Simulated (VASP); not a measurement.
# Si in VASP: single point with PBEsol

Aim: the single point of Si with PBEsol.

Everything below comes from runs of VASP 6.6.1. Logs are shortened: lines on timing, memory, paths and dates and some standing lists are left out, and cuts for length are marked.

### Step 1. The cell of the first run

The cell holds a slab with vacuum, 21 atoms: a = 5.433 Å, b = 6.654 Å, c = 27.149 Å, α = 90.00°, β = 90.00°, γ = 114.09°.

### Step 2. Single point, PBEsol

File INCAR:

```
PREC     = Accurate       # precision mode
ENCUT    = 520            # plane-wave cutoff, eV
EDIFF    = 1E-6           # SCF threshold, eV
ISMEAR   = 0              # smearing method
SIGMA    = 0.05           # smearing width, eV
LREAL    = Auto         
LASPH    = T              # aspherical terms in the spheres
NELM     = 80             # most SCF steps
ALGO     = Normal         # electronic algorithm
ISIF     = 2              # what is computed and relaxed
LWAVE    = F              # write WAVECAR
LCHARG   = F              # write CHGCAR
LDIPOL   = T            
IDIPOL   = 3            
DIPOL    = 0.5 0.5 0.500
GGA      = PS             # functional
NBANDS   = 58             # bands
```

File KPOINTS:

```
Automatic mesh
0
Gamma
  7 6 1
```

File POSCAR:

```
Si
1.0
    5.4330080414      0.0000000000      0.0000000000
   -2.7165040207      6.0742876514      0.0000000000
    0.0000000000      0.0000000000     27.1485753028
Si
21
Direct
    0.5457546021      0.7950768900      0.2823036383
    0.3103099753      0.4388589871      0.3133566428
    0.3272499231      0.0652867111      0.3192348721
    0.8865325291      0.8040900114      0.3399758615
   -0.0162369469      0.4929697118      0.3634681319
    0.5952835199      0.1920381547      0.3898199272
    0.7064985719      0.8965272255      0.4113411117
    0.2958564634      0.6015403639      0.4309541127
    0.3913358655      0.3002016371      0.4548840536
   -0.0022170011     -0.0019586845      0.4792034015
    0.1038725523      0.7000036530      0.5000013502
    0.6997436434      0.4019613049      0.5207980477
    0.7911360452      0.0998005255      0.5451160181
    0.3943161184      0.7984458665      0.5690471333
    0.5099675543      0.5034719551      0.5886602754
    0.1032435778      0.2079535635      0.6101793717
    0.1908045559      0.9070316759      0.6365306278
    0.7824439783      0.5959243135      0.6600257625
    0.9619718501      0.3347253661      0.6807641110
    0.5714753433     -0.0388642580      0.6866408641
    0.4506572787      0.6049150262      0.7176946852
```

Potentials or basis: VASP PAW PBE potentials, release 64 (Si).

Launch:

```console
> cat potpaw_PBE.64/Si/POTCAR > POTCAR
> mpirun -np 1 vasp_std > vasp.out
```

OUTCAR:

```text
PREC = Accurate
   ENCUT = 520
   EDIFF = 1E-6
   ISMEAR = 0
   LREAL = Auto
   LASPH = T
   NELM = 80
   ISIF = 2
   GGA = PS

 ion  position               nearest neighbor table
   1  0.546  0.795  0.282-   2 2.34   4 2.41   3 2.72
   2  0.310  0.439  0.313-   1 2.34   5 2.38   3 2.53
   3  0.327  0.065  0.319-   6 2.35   4 2.38   2 2.53   1 2.72
   4  0.887  0.804  0.340-   7 2.36   3 2.38   1 2.41   5 2.42
   5  0.984  0.493  0.363-   6 2.35   2 2.38   8 2.40   4 2.42
   6  0.595  0.192  0.390-   3 2.35   9 2.35   5 2.35   7 2.35
   7  0.706  0.897  0.411-  10 2.34   8 2.35   6 2.35   4 2.36
   8  0.296  0.602  0.431-   7 2.35   9 2.36  11 2.36   5 2.40
[... 9 lines left out ...]
  18  0.782  0.596  0.660-  15 2.36  19 2.38  21 2.41  17 2.42
  19  0.962  0.335  0.681-  16 2.35  18 2.38  20 2.53  21 2.72
  20  0.571  0.961  0.687-  21 2.34  17 2.38  19 2.53
  21  0.451  0.605  0.718-  20 2.34  18 2.41  19 2.72

  LATTYP: Found a base centered orthorhombic cell.
 ALAT       =     5.4330080414
 B/A-ratio  =     2.2360679775
 C/A-ratio  =     4.9969694681

  Lattice vectors:

 A1 = (   2.7165040207,  -6.0742876514,   0.0000000000)
 A2 = (   2.7165040207,   6.0742876514,   0.0000000000)
 A3 = (   0.0000000000,   0.0000000000,  27.1485753028)

Analysis of symmetry for initial positions (statically):
=====================================================================
 Subroutine PRICEL returns:
 Original cell was already a primitive cell.

 Routine SETGRP: Setting up the symmetry group for a
 base centered orthorhombic supercell.

 Subroutine GETGRP returns: Found  1 space group operations
 (whereof  1 operations were pure point group operations)
 out of a pool of  8 trial point group operations.

The static configuration has the point symmetry C_1 .

Analysis of symmetry for dynamics (positions and initial velocities):
=====================================================================
 Subroutine PRICEL returns:
 Original cell was already a primitive cell.

 Routine SETGRP: Setting up the symmetry group for a
 base centered orthorhombic supercell.

 Subroutine GETGRP returns: Found  1 space group operations
 (whereof  1 operations were pure point group operations)
 out of a pool of  8 trial point group operations.

The dynamic configuration has the point symmetry C_1 .

 Subroutine INISYM returns: Found  1 space group operations
 (whereof  1 operations are pure point group operations),
 and found     1 'primitive' translations

----------------------------------------------------------------------------------------

                                     Primitive cell

  volume of cell :     895.9479

  direct lattice vectors                    reciprocal lattice vectors
     5.433008041  0.000000000  0.000000000     0.184060099  0.082314179  0.000000000
    -2.716504021  6.074287651  0.000000000     0.000000000  0.164628358  0.000000000
     0.000000000  0.000000000 27.148575303     0.000000000  0.000000000  0.036834345

  length of vectors
     5.433008041  6.654048735 27.148575303     0.201627737  0.164628358  0.036834345

  position of ions in fractional coordinates (direct lattice)
     0.545754602  0.795076890  0.282303638
     0.310309975  0.438858987  0.313356643
     0.327249923  0.065286711  0.319234872
     0.886532529  0.804090011  0.339975862
     0.983763053  0.492969712  0.363468132
     0.595283520  0.192038155  0.389819927
[... 13 lines left out ...]
     0.571475343  0.961135742  0.686640864
     0.450657279  0.604915026  0.717694685

  ion indices of the primitive-cell ions
   primitive index   ion index
                 1           1
                 2           2
                 3           3
                 4           4
                 5           5
                 6           6
[... 13 lines left out ...]
                20          20
                21          21

----------------------------------------------------------------------------------------

 KPOINTS: Automatic mesh

Automatic generation of k-mesh.
 Grid dimensions read from file:
[... 27 lines left out ...]
|        The reciprocal lattice is base centered orthorhombic,                |
|        whereas your k-lattice is simple monoclinic.                         |
|                                                                             |
|     Results are often still useful ...                                      |
|                                                                             |
 -----------------------------------------------------------------------------

 WARNING: IBZKPT: internal override: KBLOWUP is changed to .FALSE.
      ... skipping the blow-up phase ...

 Subroutine IBZKPT returns following result:
 ===========================================

 Found     22 irreducible k-points:

 Following reciprocal coordinates:
            Coordinates               Weight
  0.000000  0.000000  0.000000      1.000000
  0.142857  0.000000  0.000000      2.000000
  0.285714  0.000000  0.000000      2.000000
  0.428571  0.000000  0.000000      2.000000
  0.000000  0.166667  0.000000      2.000000
  0.142857  0.166667  0.000000      2.000000
[... 14 lines left out ...]
  0.285714  0.500000  0.000000      2.000000
  0.428571  0.500000  0.000000      2.000000
   k-points           NKPTS =     22   k-points in BZ     NKDIM =     22   number of bands    NBANDS=     58
   number of dos      NEDOS =    301   number of ions     NIONS =     21
   total plane-waves  NPLWV = 420000
   dimension x,y,z NGX =    40 NGY =   50 NGZ =  210
   dimension x,y,z NGXF=    80 NGYF=  100 NGZF=  420
   ions per type =              21
   NGX,Y,Z   is equivalent  to a cutoff of  12.24, 12.49, 12.86 a.u.
   NGXF,Y,Z  is equivalent  to a cutoff of  24.48, 24.98, 25.72 a.u.
 SYSTEM =  unknown system
   PREC   = accura    normal or accurate (medium, high low for compatibility)
   ISTART =      0    job   : 0-new  1-cont  2-samecut
   ICHARG =      2    charge: 1-file 2-atom 10-const
   ISPIN  =      1    spin polarized calculation?
   LNONCOLLINEAR =      F non collinear calculations
   LSORBIT =      F    spin-orbit coupling
   LASPH  =      T    aspherical Exc in radial PAW
   ENCUT  =  520.0 eV  38.22 Ry    6.18 a.u.  10.10 12.37 50.48*2*pi/ulx,y,z
   NELM   =     80;   NELMIN=  2; NELMDL= -5     # of ELM steps
   EDIFF  = 0.1E-05   stopping-criterion for ELM
   LREAL  =      T    real-space projection
   EDIFFG = 0.1E-04   stopping-criterion for IOM
   NSW    =      0    number of steps for IOM
   IBRION =     -1    ionic relax: 0-MD 1-quasi-New 2-CG
   NFREE  =      0    steps in history (QN), initial steepest desc. (CG)
   ISIF   =      2    stress and relaxation
   ISYM   =      2    0-nonsym 1-usesym 2-fastsym
   POTIM  = 0.5000    time-step for ionic-motion
   TEBEG  =    0.0;   TEEND  =   0.0 temperature during run
   PSTRESS=    0.0 pullay stress
   NELECT =      84.0000    total number of electrons
   NUPDOWN=      -1.0000    fix difference up-down
   EMIN   =  10.00;   EMAX   =-10.00  energy-range for DOS
   EFERMI =   0.00;   METHOD = LEGACY
   ISMEAR =     0;   SIGMA  =   0.05  broadening in eV -4-tet -1-fermi 0-gaus
   EFERMI_NEDOS =   21; number of points for ismear=-14 and -15
   IALGO  =     38    algorithm
   IMIX   =      4    mixing-type and parameters
     AMIX     =   0.40;   BMIX     =  1.00
     AMIX_MAG =   1.60;   BMIX_MAG =  1.00
  volume/ion in A,a.u.               =      42.66       287.91
  Fermi-wavevector in a.u.,A,eV,Ry     =   0.743716  1.405419  7.525562  0.553113
  Thomas-Fermi vector in A             =   1.838897
   LORBIT       =      0    0 simple, 1 ext, 2 COOP (PROOUT), +10 PAW based schemes
   GGA     = PS    functional components
   LHFCALC =     F    Hartree Fock is set to
   AEXX    =    0.0000 exact exchange contribution
   IVDW    =     0    specifies the selected vdW correction
   LEPSILON=     F    determine dielectric tensor
   LRPA    =     F    only Hartree local field effects (RPA)
 non-spin polarized calculation
 Gauss-broadening in eV      SIGMA  =   0.05
  energy-cutoff  :      520.00
  volume of cell :      895.95
 maximum number of plane-waves:     24183
   NGX = 21   NGY = 25   NGZ =101

 dipolmoment           0.000000      0.000000      0.000158 electrons x Angstroem

 number of electron      83.9999999 magnetization

 dipolmoment           0.000000      0.000000     -0.000077 electrons x Angstroem

 Free energy of the ion-electron system (eV)
  ---------------------------------------------------
  ext. energy  EPLUGINS =         0.00000000
  ---------------------------------------------------
  free energy    TOTEN  =      -114.26316872 eV

  energy without entropy =     -114.25960549  energy(sigma->0) =     -114.26138710

 E-fermi :   0.1665     XC(G=0):  -5.0898

 val. band max:        0.1457361387   @ k =   0.4286   0.5000   0.0000
 cond. band min:       0.1888208121   @ k =   0.0000   0.5000   0.0000
 fundamental gap:      0.0430846734
 Fermi energy:         0.1665076988

 k-point     1 :       0.0000    0.0000    0.0000
  band No.  band energies     occupation
      1     -11.5910      2.00000
      2     -11.1487      2.00000
      3     -10.3451      2.00000
      4      -9.2384      2.00000
      5      -8.4753      2.00000
      6      -8.4582      2.00000
[... 1243 lines left out ...]
     53       3.0895      0.00000
     54       3.2518      0.00000
 [bands above 54 left out]

------------------------ aborting loop because EDIFF is reached ----------------------------------------

 vacuum level on the upper side and lower side of the slab       (xc-potential included)        -0.117        -0.117

  FORCE on cell =-STRESS in cart. coord.  units (eV):
  Direction    XX          YY          ZZ          XY          YZ          ZX
  --------------------------------------------------------------------------------------
  -------------------------------------------------------------------------------------
  Total       -8.5833636    -14.8328777      0.2840934      0.0024448      0.0134606      0.0003212
  in kB      -15.3491858    -26.5248694      0.5080295      0.0043719      0.0240709      0.0005744
  external PRESSURE =     -13.7886752 kB  Pullay stress =       0.0000000 kB

 VOLUME and BASIS-vectors are now :
 -----------------------------------------------------------------------------
  energy-cutoff  :      520.00
  volume of cell :      895.95
      direct lattice vectors                 reciprocal lattice vectors
     5.433008041  0.000000000  0.000000000     0.184060099  0.082314179  0.000000000
    -2.716504021  6.074287651  0.000000000     0.000000000  0.164628358  0.000000000
     0.000000000  0.000000000 27.148575303     0.000000000  0.000000000  0.036834345

 POSITION                                       TOTAL-FORCE (eV/Angst)
 -----------------------------------------------------------------------------------
      0.80526      4.82953      7.66414        -0.006479      0.008801     -0.015050
      0.49375      2.66576      8.50719         0.002152     -0.014086     -0.005099
      1.60060      0.39657      8.66677         0.006006      0.008063     -0.010235
      2.63222      4.88427      9.22986        -0.004614     -0.006890      0.003690
      4.00564      2.99444      9.86764        -0.002639     -0.001769      0.000695
      2.71251      1.16649     10.58306        -0.001856      0.002669      0.002638
[... 13 lines left out ...]
      0.49390      5.83821     18.64132         0.002004      0.014513      0.005197
      0.80517      3.67443     19.48439        -0.004376     -0.008083      0.015597
 -----------------------------------------------------------------------------------
    total drift:                                0.001291     -0.001841      0.002791

  FREE ENERGIE OF THE ION-ELECTRON SYSTEM (eV)
  ---------------------------------------------------
  free  energy   TOTEN  =      -114.2631687174 eV

  energy  without entropy=     -114.2596054886  energy(sigma->0) =     -114.26138710

 vacuum level on the upper side and lower side of the slab         4.903         4.903
```

It took 48 min on 1 thread of Intel Xeon Platinum 8259CL at 2.50GHz (Skylake/Cascade Lake), shared host; peak memory 1.2 GiB.

Results:

* Free energy: -114.2632 eV
* Largest force: 0.019 eV/Å
* Band gap on the k mesh: zero (band 42 reaches 0.15 eV, above the bottom of band 43 at 0.09 eV)

Forces in eV/Å, atoms in the order of the input:
```
Si  -0.006  0.009 -0.015
Si   0.002 -0.014 -0.005
Si   0.006  0.008 -0.010
Si  -0.005 -0.007  0.004
Si  -0.003 -0.002  0.001
Si  -0.002  0.003  0.003
Si   0.003  0.003  0.004
Si  -0.002  0.000  0.001
Si   0.006 -0.002  0.001
Si  -0.003  0.003  0.000
Si   0.004 -0.001  0.000
Si  -0.002 -0.003  0.000
Si   0.005  0.002 -0.001
Si  -0.002  0.001 -0.001
Si   0.002 -0.003 -0.005
Si   0.000 -0.004 -0.003
Si  -0.003  0.001 -0.001
Si  -0.004  0.007 -0.004
Si   0.007 -0.007  0.011
Si   0.002  0.015  0.005
Si  -0.004 -0.008  0.016
```

Caveat: the PAW data sets were made with another functional, which shifts forces and pressure a little.
